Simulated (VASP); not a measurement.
Wanted: the native input for a VASP 6.6.1 run.

- Task: single point
- Functional: PBEsol
- Dispersion: D3(BJ)
- Potentials or basis: VASP PAW PBE potentials, release 64 (Pt, Al)
- Cutoff: 520 eV
- k mesh: 8 × 8 × 8
- Occupations: fermi-dirac, width 0.05 eV
- Spin: no spin polarisation
- Dipole correction: no
- Further INCAR settings: ALGO = Normal; EDIFF = 1e-06; NBANDS = 15

The structure of Al2Pt lies in POSCAR:

```
Al2Pt
1.0
    0.0000000000      2.9550000000      2.9550000000
    2.9550000000      0.0000000000      2.9550000000
    2.9550000000      2.9550000000      0.0000000000
Pt Al
1 2
Direct
    0.0000000000      0.0000000000      0.0000000000
    0.7500000000      0.7500000000      0.7500000000
    0.2500000000      0.2500000000      0.2500000000
```

One way to write it, as run:

INCAR

```
SYSTEM = Al2Pt
  PREC = Accurate
  ENCUT = 520
  EDIFF = 1E-6
  ISMEAR = -1
  SIGMA = 0.05
  LREAL = .FALSE.
  LASPH = .TRUE.
  NELM = 100
  ALGO = Normal
  ISIF = 2
  LWAVE = .FALSE.
  LCHARG = .FALSE.
  GGA = PS
  IVDW = 12
  NBANDS = 15
```

KPOINTS

```
regular mesh
0
G
  8 8 8
  0 0 0
```

Potentials or basis: VASP PAW PBE potentials, release 64 (Pt, Al).

The run is started by

```bash
$ cat potpaw_PBE.64/Pt/POTCAR potpaw_PBE.64/Al/POTCAR > POTCAR
$ mpirun -np 1 vasp_std > vasp.out
```

Results of the run:

| Property | Result |
| --- | --- |
| Pressure | -4.7 GPa |
| Band gap on the k mesh | zero (band 8 reaches 11.58 eV, above the bottom of band 9 at 6.18 eV) |
| Dispersion energy per atom | -0.404 eV |

Caveat: three body term missing; the PAW data sets were made with another functional, which shifts forces and pressure a little; spin-orbit coupling is left out, which moves the levels of the heavy elements; pairwise dispersion overbinds metals, which lowers pressure and volume.

Run time: 26 s on 1 thread of Intel Xeon 6975P-C, with other jobs on the host, peak memory 0.19 GiB.
